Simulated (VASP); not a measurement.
B:

```xyz
1
Lattice="0.0000 1.7157 1.7157 1.7157 0.0000 1.7157 1.7157 1.7157 0.0000" Properties=species:S:1:pos:R:3 pbc="T T T"
B     0.0000    0.0000    0.0000
```

| Property | Result |
| --- | --- |
| Program | VASP 6.6.1 |
| Task | relaxation of cell and atoms |
| Functional | PBE |
| Dispersion | D3(BJ) |
| Potentials or basis | VASP PAW PBE potentials, release 64 (B) |
| Cutoff | 500 eV |
| k mesh | 10 × 10 × 10 |
| Occupations | gaussian, width 0.1 eV |
| Spin | no spin polarisation |

At the start: pressure -46.1 GPa; volume 10.10 Å³/atom.

How do energy, volume and symmetry change on relaxing?

Over 5 steps the energy falls by 874.0 meV/atom and the volume is 5.73 Å³/atom (-43.3 %); space group Fm-3m (No. 225, to 0.05 Å).

Step by step:
| step | energy change (eV) | largest force (eV/Å) | pressure (GPa) | volume (Å³) |
| --- | --- | --- | --- | --- |
| 1 | 0.0000 | 0.0000 | -46.12 | 10.10 |
| 2 | -0.8120 | 0.0000 | -26.62 | 6.42 |
| 3 | -0.0516 | 0.0000 | 198.30 | 3.98 |
| 4 | -0.8685 | 0.0000 | -9.03 | 5.93 |
| 5 | -0.8740 | 0.0000 | 0.44 | 5.73 |

Final structure:
```
CELL_PARAMETERS angstrom
0.00000 1.41989 1.41989
1.41989 0.00000 1.41989
1.41989 1.41989 0.00000
ATOMIC_POSITIONS crystal
B 0.00000 0.00000 0.00000
```

Caveat: the volume moved by over 15 % at a fixed basis, so the end points are rough; pairwise dispersion overbinds metals, which lowers pressure and volume.
